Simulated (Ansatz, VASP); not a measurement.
## One calculation of AlN, two programs

```
Al N
1.0
     3.24647    0.00000    0.00000
    -1.62323    2.56938    0.00000
     0.00000    0.00000    4.97840
Al N
2 2
Cartesian
  0.0000 1.7129 0.0084
  1.6232 0.8565 2.4976
  0.0000 1.7129 1.9083
  1.6232 0.8565 4.3975
```

Change from the starting cell: strain +0.0450 x Voigt [1, -1, 0, 0, 0, 0], atoms carried along.

Alike in both runs: task single point; functional r2SCAN; k mesh 12 × 12 × 6; occupations gaussian, width 0.05 eV; no spin polarisation.

|  | VASP | Ansatz |
| --- | --- | --- |
| version | VASP 6.6.1 | Ansatz 0.2.0 |
| potentials or method | VASP PAW PBE potentials, release 64 (Al, N), cutoff 520 eV | scalar-relativistic, plane waves, PAW |
| valence electrons in the cell | 16 | 16 |

Ansatz gave:

| Item | Value |
| --- | --- |
| gap on the k mesh at the Fermi level (eV) | 4.81 |
| least direct gap on the mesh (eV) | 4.81 |
| pressure (GPa) | 1.4 |
| traceless stress, the component that is largest in VASP (GPa) | 17.27 |
| rms of the force components (eV/Å) | 0.606 |

Question: Which values does VASP return?

Answer: gap on the k mesh at the Fermi level (eV): 4.85; least direct gap on the mesh (eV): 4.85; pressure (GPa): 1.1; traceless stress, the component that is largest in VASP (GPa): 17.50; rms of the force components (eV/Å): 0.617.

VASP's potentials were made for PBE, not for r2SCAN. Atom by atom the forces differ by 0.011 eV/Å (rms over components). With one functional, cell and mesh, what is left measures potentials, basis and numerics.
